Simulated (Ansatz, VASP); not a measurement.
Zr4H: VASP beside Ansatz

```
Zr H
1.0
     4.54285    0.00000    0.00000
     0.00000    4.54285    0.00000
     0.00000    0.00000    4.54285
Zr H
4 1
Direct
  0.00000 0.50000 0.50000
  0.50000 0.50000 0.00000
  0.50000 0.00000 0.50000
  0.00000 0.00000 0.00000
  0.50000 0.50000 0.50000
```

Change from the starting cell: species swapped into the Fe4N type (Pm-3m, No. 221).

Alike in both runs: functional PBE; k mesh 4 × 4 × 4; occupations gaussian, width 0.1 eV; no spin polarisation.

Ansatz relaxed the structure, and its values are those at the end. VASP's run is a single point on that final structure, the one shown.

|  | VASP | Ansatz |
| --- | --- | --- |
| version | VASP 6.6.1 | Ansatz 0.2.0 |
| potentials or method | VASP PAW PBE potentials, release 64 (Zr_sv, H), cutoff 520 eV | scalar-relativistic, plane waves, PAW |
| valence electrons in the cell | 49 | 49 |

Ansatz gave:

```
gap on the k mesh at the Fermi level (eV) : none
pressure (GPa)                            : 0.1
```

Task: What did VASP give for the same quantities?

Result: gap on the k mesh at the Fermi level (eV): none; pressure (GPa): 0.2.

A gap of «none» marks a metal or a gap that the smearing closes. The functional is the same, so the differences come from potentials, cutoffs and numerics.
